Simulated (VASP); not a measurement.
# Zr (Fd-3m) in VASP: notebook, part 2 of 2

VASP 6.6.1. The steps go on from the part before.

## Step 3: Relaxation of cell and atoms, PBE

This run uses another cell than the first one, of 29.25 Å³/atom.

Input file INCAR:

```
  PREC = Accurate
  ENCUT = 600
  EDIFF = 1E-7
  ISMEAR = -1
  SIGMA = 0.08
  LREAL = F
  LASPH = T
  NELM = 100
  ALGO = Normal
  ISIF = 3
  LWAVE = F
  LCHARG = F
  GGA = PE
  IBRION = 2
  NSW = 60
  EDIFFG = -0.005
```

Input file KPOINTS:

```
Automatic mesh
0
Gamma
  11 11 11
```

Input file POSCAR:

```
Zr
1.0
    0.0000000000      3.0812078526      3.0812078526
    3.0812078526      0.0000000000      3.0812078526
    3.0812078526      3.0812078526      0.0000000000
Zr
2
Direct
   -0.1250000000     -0.1250000000     -0.1250000000
    0.1250000000      0.1250000000      0.1250000000
```

Potentials or basis: VASP PAW PBE potentials, release 64 (Zr_sv).

On the command line:

```bash
> cat potpaw_PBE.64/Zr_sv/POTCAR > POTCAR
> mpirun -np 1 vasp_std > vasp.out
```

OUTCAR:

```text
PREC = Accurate
   ENCUT = 600
   EDIFF = 1E-7
   ISMEAR = -1
   LREAL = F
   LASPH = T
   NELM = 100
   ISIF = 3
   GGA = PE
   IBRION = 2
   NSW = 60
   EDIFFG = -0.005

 ion  position               nearest neighbor table
   1  0.875  0.875  0.875-   2 2.67   2 2.67   2 2.67   2 2.67
   2  0.125  0.125  0.125-   1 2.67   1 2.67   1 2.67   1 2.67

  LATTYP: Found a face centered cubic cell.
 ALAT       =     6.1624157052

  Lattice vectors:

 A1 = (   0.0000000000,   3.0812078526,   3.0812078526)
 A2 = (   3.0812078526,   0.0000000000,   3.0812078526)
 A3 = (   3.0812078526,   3.0812078526,   0.0000000000)

Analysis of symmetry for initial positions (statically):
=====================================================================
 Subroutine PRICEL returns:
 Original cell was already a primitive cell.

 Routine SETGRP: Setting up the symmetry group for a
 face centered cubic supercell.

 Subroutine GETGRP returns: Found 48 space group operations
 (whereof 12 operations were pure point group operations)
 out of a pool of 48 trial point group operations.

The static configuration has the point symmetry D_3d.
 The point group associated with its full space group is O_h .

Analysis of symmetry for dynamics (positions and initial velocities):
=====================================================================
 Subroutine PRICEL returns:
 Original cell was already a primitive cell.

 Routine SETGRP: Setting up the symmetry group for a
 face centered cubic supercell.

 Subroutine GETGRP returns: Found 48 space group operations
 (whereof 12 operations were pure point group operations)
 out of a pool of 48 trial point group operations.

The dynamic configuration has the point symmetry D_3d.
 The point group associated with its full space group is O_h .

 Subroutine INISYM returns: Found 48 space group operations
[... 122 lines left out ...]
   GGA     = PE    functional components
   LHFCALC =     F    Hartree Fock is set to
   AEXX    =    0.0000 exact exchange contribution
   IVDW    =     0    specifies the selected vdW correction
   LEPSILON=     F    determine dielectric tensor
   LRPA    =     F    only Hartree local field effects (RPA)
 conjugate gradient relaxation of ions
 non-spin polarized calculation
  energy-cutoff  :      600.00
  volume of cell :       58.51
 maximum number of plane-waves:      1972
   NGX = 17   NGY = 17   NGZ = 17

--------------------------------------- Ionic step        1  -------------------------------------------

 number of electron      24.0000000 magnetization

 Free energy of the ion-electron system (eV)
  ---------------------------------------------------
  ext. energy  EPLUGINS =         0.00000000
  ---------------------------------------------------
  free energy    TOTEN  =       -12.25710104 eV

  energy without entropy =      -12.15786193  energy(sigma->0) =      -12.20748149

------------------------ aborting loop because EDIFF is reached ----------------------------------------

  FORCE on cell =-STRESS in cart. coord.  units (eV):
  Direction    XX          YY          ZZ          XY          YZ          ZX
  --------------------------------------------------------------------------------------
  -------------------------------------------------------------------------------------
  Total        0.8569829      0.8569829      0.8569829     -0.0000000      0.0000000      0.0000000
  in kB       23.4687392     23.4687392     23.4687392     -0.0000000      0.0000000      0.0000000
  external PRESSURE =      23.4687392 kB  Pullay stress =       0.0000000 kB
[... 59 lines left out ...]
--------------------------------------- Ionic step        3  -------------------------------------------

 number of electron      24.0000000 magnetization

 Free energy of the ion-electron system (eV)
  ---------------------------------------------------
  ext. energy  EPLUGINS =         0.00000000
  ---------------------------------------------------
  free energy    TOTEN  =       -12.28265707 eV

  energy without entropy =      -12.17832263  energy(sigma->0) =      -12.23048985

 E-fermi :   5.5503     XC(G=0):  -9.5132

 val. band max:        5.5487037950   @ k =   0.3636   0.3636   0.0000
 cond. band min:       5.5509651201   @ k =   0.3636   0.2727   0.0000
 fundamental gap:      0.0022613251
 Fermi energy:         5.5503083872

 k-point     1 :       0.0000    0.0000    0.0000
  band No.  band energies     occupation
      1     -43.3500      2.00000
      2     -42.7926      2.00000
      3     -21.6878      2.00000
      4     -21.6878      2.00000
      5     -21.6878      2.00000
      6     -20.7164      2.00000
[... 433 lines left out ...]
      3     -21.8306      2.00000
      4     -21.7549      2.00000
      5     -21.6189      2.00000
      6     -20.7853      2.00000
[... 8 lines left out ...]
     15       6.6618      0.00000
     16       7.3067      0.00000

 [... further k-points ...]

------------------------ aborting loop because EDIFF is reached ----------------------------------------

  FORCE on cell =-STRESS in cart. coord.  units (eV):
  Direction    XX          YY          ZZ          XY          YZ          ZX
  --------------------------------------------------------------------------------------
  -------------------------------------------------------------------------------------
  Total       -0.0001260     -0.0001260     -0.0001260     -0.0000000     -0.0000000      0.0000000
  in kB       -0.0032487     -0.0032487     -0.0032487     -0.0000000     -0.0000000      0.0000000
  external PRESSURE =      -0.0032487 kB  Pullay stress =       0.0000000 kB
[... 17 lines left out ...]
  FREE ENERGIE OF THE ION-ELECTRON SYSTEM (eV)
  ---------------------------------------------------
  free  energy   TOTEN  =       -12.2826570680 eV

  energy  without entropy=      -12.1783226296  energy(sigma->0) =      -12.23048985

 reached required accuracy - stopping structural energy minimisation
```

OSZICAR:

```text
N       E                     dE             d eps       ncg     rms          rms(c)
DAV:   1     0.243746364376E+03    0.24375E+03   -0.14297E+04  1792   0.160E+03
DAV:   2     0.247644413372E+01   -0.24127E+03   -0.23922E+03  2304   0.425E+02
DAV:   3    -0.120575681818E+02   -0.14534E+02   -0.14217E+02  3424   0.809E+01
DAV:   4    -0.124317699836E+02   -0.37420E+00   -0.37135E+00  2032   0.133E+01
[... 30 lines left out ...]
DAV:   5    -0.122826557019E+02   -0.15640E-04   -0.29749E-05  2664   0.288E-02    0.801E-03
DAV:   6    -0.122826567479E+02   -0.10460E-05   -0.11402E-06  2096   0.962E-03    0.133E-03
DAV:   7    -0.122826568710E+02   -0.12313E-06   -0.29001E-08   992   0.152E-03    0.748E-04
DAV:   8    -0.122826570553E+02   -0.18426E-06   -0.17124E-08   896   0.155E-03    0.722E-05
DAV:   9    -0.122826570680E+02   -0.12693E-07   -0.44059E-09   896   0.520E-04
   3 F= -.12282657E+02 E0= -.12230490E+02  d E =-.255560E-01
```

Run time: 67 s. Hardware: 1 thread of Intel Xeon 6975P-C (Granite Rapids), shared host; peak memory 0.24 GiB.

What came out:

```
Free energy                           : -12.2827 eV
Relaxed volume                        : 31.06 Å³/atom
Relaxed cell                          : a = 4.445 Å, b = 4.445 Å, c = 4.445 Å, α = 60.00°, β = 60.00°, γ = 60.00°
Space group after relaxing (to 0.1 Å) : Fd-3m (No. 227)
Energy gained by relaxing             : 12.8 meV/atom
Ionic steps                           : 3
Pressure after relaxing               : 0.0 GPa
Band gap on the k mesh                : zero (bands 12 and 13 overlap by 0.17 eV)
```

Step by step:
| step | energy change (eV) | largest force (eV/Å) | pressure (GPa) | volume (Å³) |
| --- | --- | --- | --- | --- |
| 1 | 0.0000 | 0.0000 | 2.35 | 58.50 |
| 2 | -0.0255 | 0.0000 | -0.05 | 62.21 |
| 3 | -0.0256 | 0.0000 | 0.00 | 62.12 |

Final structure:
```xyz
2
Lattice="0.0000 3.1434 3.1434 3.1434 0.0000 3.1434 3.1434 3.1434 0.0000" Properties=species:S:1:pos:R:3 pbc="T T T"
Zr    5.5010    5.5010    5.5010
Zr    0.7859    0.7859    0.7859
```
